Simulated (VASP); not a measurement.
Be:

```
Be
1.0
     2.28530    0.00000    0.00000
    -1.14265    1.97913    0.00000
     0.00000    0.00000    3.58420
Be
2
Direct
  0.33333 0.66667 0.25000
  0.66667 0.33333 0.75000
```

* Program: VASP 6.6.1
* Task: relaxation of cell and atoms
* Functional: PBEsol
* Potentials or basis: VASP PAW PBE potentials, release 64 (Be)
* Cutoff: 600 eV
* k mesh: 11 × 11 × 6
* Occupations: fermi-dirac, width 0.1 eV
* Spin: no spin polarisation

At the start: pressure -3.6 GPa; volume 8.11 Å³/atom.

Task: Where does the relaxation end?

Result: Over 3 steps the energy falls by 3.0 meV/atom and the volume is 7.86 Å³/atom (-3.1 %); space group P6_3/mmc (No. 194, to 0.05 Å).

The path:
| step | energy change (eV) | largest force (eV/Å) | pressure (GPa) | volume (Å³) |
| --- | --- | --- | --- | --- |
| 1 | 0.0000 | 0.0000 | -3.58 | 16.21 |
| 2 | -0.0058 | 0.0000 | -0.55 | 15.79 |
| 3 | -0.0060 | 0.0000 | 0.04 | 15.71 |

Final structure:
```yaml
crystal:
  lattice:
    - [2.25812, 0.00000, 0.00000]
    - [-1.12906, 1.95559, 0.00000]
    - [0.00000, 0.00000, 3.55835]
  atoms:
    - { symbol: Be, position: [0.33333, 0.66667, 0.25000] }
    - { symbol: Be, position: [0.66667, 0.33333, 0.75000] }
```

Caveat: the PAW data sets were made with another functional, which shifts forces and pressure a little.
